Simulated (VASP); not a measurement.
# Fe (Fm-3m) in VASP: single point with PBE

Aim: the single point of Fe with PBE.

Everything below comes from runs of VASP 6.6.1. Logs are shortened: lines on timing, memory, paths and dates and some standing lists are left out, and cuts for length are marked.

### 1 The cell of the first run

It takes space group Fm-3m (No. 225, cubic). The conventional cell has a = 3.484 Å, b = 3.484 Å, c = 3.484 Å, α = 90.00°, β = 90.00°, γ = 90.00°. Fe (site symmetry m-3m) has 12 Fe at 2.46 Å within 3.3 Å.

This isn't the form of Fe at room conditions, which is bcc.

### 2 Single point, PBE, collinear spin, antiferromagnetic start

Contents of INCAR:

```
ALGO = Normal ; EDIFF = 1E-6
ENCUT = 600 ; GGA = PE
GGA_COMPAT = False ; ISIF = 2
ISMEAR = -1 ; ISPIN = 2
ISYM = 0 ; LASPH = True
LCHARG = True ; LELF = True
LMAXMIX = 4 ; LORBIT = 11
LREAL = False ; LVHAR = True
LWAVE = False ; MAGMOM = 4 -4
NBANDS = 19 ; NELM = 200
PREC = Accurate ; SIGMA = 0.1
```

Contents of KPOINTS:

```
k-points
0
Gamma
  7 13 13
```

Contents of POSCAR:

```
Fe
1.0
    0.0000000000      3.4840000000      3.4840000000
    1.7420000000      0.0000000000      1.7420000000
    1.7420000000      1.7420000000      0.0000000000
Fe
2
Direct
    0.0000000000      0.0000000000      0.0000000000
    0.5000000000      0.0000000000      0.0000000000
```

Potentials or basis: VASP PAW PBE potentials, release 64 (Fe).

The run is started by

```bash
cat potpaw_PBE.64/Fe/POTCAR > POTCAR
mpirun -np 1 vasp_std > vasp.out
```

OUTCAR:

```text
EDIFF = 1E-6
   ENCUT = 600
   GGA = PE
   ISIF = 2
   ISMEAR = -1
   ISPIN = 2
   ISYM = 0
   LASPH = True
   LORBIT = 11
   LREAL = False
   NELM = 200
   PREC = Accurate

 ion  position               nearest neighbor table
   1  0.000  0.000  0.000-   2 2.46   2 2.46   2 2.46   2 2.46   2 2.46   2 2.46
   2  0.500  0.000  0.000-   1 2.46   1 2.46   1 2.46   1 2.46   1 2.46   1 2.46

IMPORTANT INFORMATION: All symmetrisations will be switched off!
NOSYMM: (Re-)initialisation of all symmetry stuff for point group C_1.

----------------------------------------------------------------------------------------

                                     Primitive cell

  volume of cell :      21.1448

  direct lattice vectors                    reciprocal lattice vectors
     0.000000000  3.484000000  3.484000000    -0.143513203  0.143513203  0.143513203
     1.742000000  0.000000000  1.742000000     0.287026406 -0.287026406  0.287026406
     1.742000000  1.742000000  0.000000000     0.287026406  0.287026406 -0.287026406

  length of vectors
     4.927120051  2.463560026  2.463560026     0.248572160  0.497144319  0.497144319

  position of ions in fractional coordinates (direct lattice)
     0.000000000  0.000000000  0.000000000
     0.500000000  0.000000000  0.000000000

  ion indices of the primitive-cell ions
   primitive index   ion index
                 1           1
                 2           2

----------------------------------------------------------------------------------------

 KPOINTS: k-points

Automatic generation of k-mesh.
 Grid dimensions read from file:
 generate k-points for:    7   13   13

 Generating k-lattice:

  Cartesian coordinates                     Fractional coordinates (reciprocal lattice)
    -0.020501886  0.020501886  0.020501886     0.142857143  0.000000000  0.000000000
     0.022078954 -0.022078954  0.022078954     0.000000000  0.076923077  0.000000000
     0.022078954  0.022078954 -0.022078954     0.000000000  0.000000000  0.076923077

  Length of vectors
     0.035510309  0.038241871  0.038241871

  Shift w.r.t. Gamma in fractional coordinates (k-lattice)
     0.000000000  0.000000000  0.000000000

 -----------------------------------------------------------------------------
|                                                                             |
|           W    W    AA    RRRRR   N    N  II  N    N   GGGG   !!!           |
|           W    W   A  A   R    R  NN   N  II  NN   N  G    G  !!!           |
|           W    W  A    A  R    R  N N  N  II  N N  N  G       !!!           |
|           W WW W  AAAAAA  RRRRR   N  N N  II  N  N N  G  GGG   !            |
|           WW  WW  A    A  R   R   N   NN  II  N   NN  G    G                |
|           W    W  A    A  R    R  N    N  II  N    N   GGGG   !!!           |
|                                                                             |
|     Your reciprocal lattice and k-lattice belong to different lattice       |
[... 92 lines left out ...]
   LRPA    =     F    only Hartree local field effects (RPA)
 spin polarized calculation
  energy-cutoff  :      600.00
  volume of cell :       21.14
 maximum number of plane-waves:       720
   NGX = 19   NGY =  9   NGZ =  9

 number of electron      16.0000007 magnetization      -0.0013379

 number of electron      16.0000007 magnetization       0.0004588

 Free energy of the ion-electron system (eV)
  ---------------------------------------------------
  ext. energy  EPLUGINS =         0.00000000
  ---------------------------------------------------
  free energy    TOTEN  =       -16.22292138 eV

  energy without entropy =      -16.10669828  energy(sigma->0) =      -16.16480983

 E-fermi :   6.5691     XC(G=0): -13.5675

 val. band max:        6.5686250444   @ k =  -0.2857  -0.4615   0.3077
 cond. band min:       6.5706104551   @ k =   0.4286  -0.1538   0.1538
 fundamental gap:      0.0019854107
 Fermi energy:         6.5690679662

 spin component 1

 k-point     1 :       0.0000    0.0000    0.0000
  band No.  band energies     occupation
      1      -2.2003      1.00000
      2       1.7786      1.00000
      3       4.6063      1.00000
      4       4.6065      1.00000
      5       4.9348      1.00000
      6       5.0342      1.00000
[... 517 lines left out ...]
     18      29.7589      0.00000
     19      32.5211      0.00000

 [... further k-points ...]

 spin component 2

 k-point     1 :       0.0000    0.0000    0.0000
  band No.  band energies     occupation
      1      -2.2003      1.00000
      2       1.7787      1.00000
      3       4.6065      1.00000
      4       4.6067      1.00000
      5       4.9350      1.00000
      6       5.0345      1.00000
[... 517 lines left out ...]
     18      29.7589      0.00000
     19      32.5211      0.00000

 [... further k-points ...]

------------------------ aborting loop because EDIFF is reached ----------------------------------------

  FORCE on cell =-STRESS in cart. coord.  units (eV):
  Direction    XX          YY          ZZ          XY          YZ          ZX
  --------------------------------------------------------------------------------------
  -------------------------------------------------------------------------------------
  Total       -0.2678124     -0.2710431     -0.2710388     -0.3072012      0.3095861     -0.3072024
  in kB      -20.2925556    -20.5373575    -20.5370290    -23.2771059     23.4578154    -23.2771997
  external PRESSURE =     -20.4556474 kB  Pullay stress =       0.0000000 kB

 VOLUME and BASIS-vectors are now :
 -----------------------------------------------------------------------------
  energy-cutoff  :      600.00
  volume of cell :       21.14
      direct lattice vectors                 reciprocal lattice vectors
     0.000000000  3.484000000  3.484000000    -0.143513203  0.143513203  0.143513203
     1.742000000  0.000000000  1.742000000     0.287026406 -0.287026406  0.287026406
     1.742000000  1.742000000  0.000000000     0.287026406  0.287026406 -0.287026406

 POSITION                                       TOTAL-FORCE (eV/Angst)
 -----------------------------------------------------------------------------------
      0.00000      0.00000      0.00000         0.000000      0.000001     -0.000000
      0.00000      1.74200      1.74200        -0.000000     -0.000001      0.000000
 -----------------------------------------------------------------------------------
    total drift:                               -0.000001     -0.000000      0.000000

  FREE ENERGIE OF THE ION-ELECTRON SYSTEM (eV)
  ---------------------------------------------------
  free  energy   TOTEN  =       -16.2229213848 eV

  energy  without entropy=      -16.1066982774  energy(sigma->0) =      -16.16480983

 total charge

# of ion       s       p       d       tot
------------------------------------------
    1        0.522   0.603   6.295   7.420
    2        0.522   0.603   6.295   7.420
--------------------------------------------------
tot          1.044   1.207  12.590  14.841

 magnetization (x)

# of ion       s       p       d       tot
------------------------------------------
    1        0.004   0.012   1.015   1.031
    2       -0.004  -0.012  -1.015  -1.030
--------------------------------------------------
tot         -0.000  -0.000   0.000   0.000
```

OSZICAR:

```text
N       E                     dE             d eps       ncg     rms          rms(c)
DAV:   1     0.833842799522E+02    0.83384E+02   -0.78320E+03 48760   0.125E+03
DAV:   2    -0.140778312383E+02   -0.97462E+02   -0.85544E+02 45271   0.217E+02
DAV:   3    -0.180469888658E+02   -0.39692E+01   -0.37481E+01 49210   0.560E+01
DAV:   4    -0.180789449540E+02   -0.31956E-01   -0.31933E-01 50331   0.463E+00
DAV:   5    -0.180792801709E+02   -0.33522E-03   -0.33521E-03 50341   0.448E-01    0.198E+01
DAV:   6    -0.162114387525E+02    0.18678E+01   -0.56931E+00 48940   0.535E+01    0.663E+00
DAV:   7    -0.162120384382E+02   -0.59969E-03   -0.63312E-01 58654   0.124E+01    0.488E+00
DAV:   8    -0.162097369372E+02    0.23015E-02   -0.22637E-02 59203   0.213E+00    0.169E+00
DAV:   9    -0.162130062766E+02   -0.32693E-02   -0.20373E-02 73327   0.275E+00    0.106E+00
DAV:  10    -0.162208279479E+02   -0.78217E-02   -0.21815E-02 71133   0.233E+00    0.954E-01
DAV:  11    -0.162209372426E+02   -0.10929E-03   -0.13357E-02 66976   0.179E+00    0.515E-01
DAV:  12    -0.162219370161E+02   -0.99977E-03   -0.30751E-03 66718   0.856E-01    0.341E-01
DAV:  13    -0.162225864160E+02   -0.64940E-03   -0.20086E-03 71225   0.769E-01    0.117E-01
DAV:  14    -0.162228432880E+02   -0.25687E-03   -0.93566E-04 75828   0.474E-01    0.698E-02
DAV:  15    -0.162228917636E+02   -0.48476E-04   -0.13586E-04 76277   0.173E-01    0.434E-02
DAV:  16    -0.162229186888E+02   -0.26925E-04   -0.19612E-04 74259   0.225E-01    0.165E-02
DAV:  17    -0.162229211332E+02   -0.24444E-05   -0.18897E-05 66333   0.643E-02    0.371E-03
DAV:  18    -0.162229213848E+02   -0.25158E-06   -0.20445E-06 29340   0.190E-02
   1 F= -.16222921E+02 E0= -.16164810E+02  d E =-.116223E+00  mag=     0.0004
```

stdout:

```text
POSCAR found type information on POSCAR Fe
 POSCAR found :  1 types and       2 ions
 scaLAPACK will be used
 LDA part: xc-table for (Slater+PW92), standard interpolation
 -----------------------------------------------------------------------------
|                                                                             |
|           W    W    AA    RRRRR   N    N  II  N    N   GGGG   !!!           |
|           W    W   A  A   R    R  NN   N  II  NN   N  G    G  !!!           |
|           W    W  A    A  R    R  N N  N  II  N N  N  G       !!!           |
|           W WW W  AAAAAA  RRRRR   N  N N  II  N  N N  G  GGG   !            |
|           WW  WW  A    A  R   R   N   NN  II  N   NN  G    G                |
|           W    W  A    A  R    R  N    N  II  N    N   GGGG   !!!           |
|                                                                             |
|     Your reciprocal lattice and k-lattice belong to different lattice       |
|     classes:                                                                |
|                                                                             |
|        The reciprocal lattice is rhombohedral (trigonal),                   |
|        whereas your k-lattice is base-centered monoclinic.                  |
|                                                                             |
|     Results are often still useful ...                                      |
|                                                                             |
 -----------------------------------------------------------------------------

 POSCAR, INCAR and KPOINTS ok, starting setup
 FFT: planning ... GRIDC
 FFT: planning ... GRID_SOFT
 FFT: planning ... GRID
 WAVECAR not read
 entering main loop
```

Run time: 7.9 min. Hardware: 1 thread of Intel Xeon Platinum 8488C (Sapphire Rapids), shared host; peak memory 0.49 GiB.

What came out:

```
Free energy                                           : -16.2229 eV
Pressure                                              : -2.0 GPa
Band gap on the k mesh                                : zero (filled and empty bands overlap)
Net moment                                            : 0.00 μB per cell
Site moments                                          : Fe +1.03, -1.03 μB
Valence electrons inside the program's atomic spheres : Fe 7.42
```

Caveat: the antiferromagnetic order is the one typed at the start, and another may lie lower.
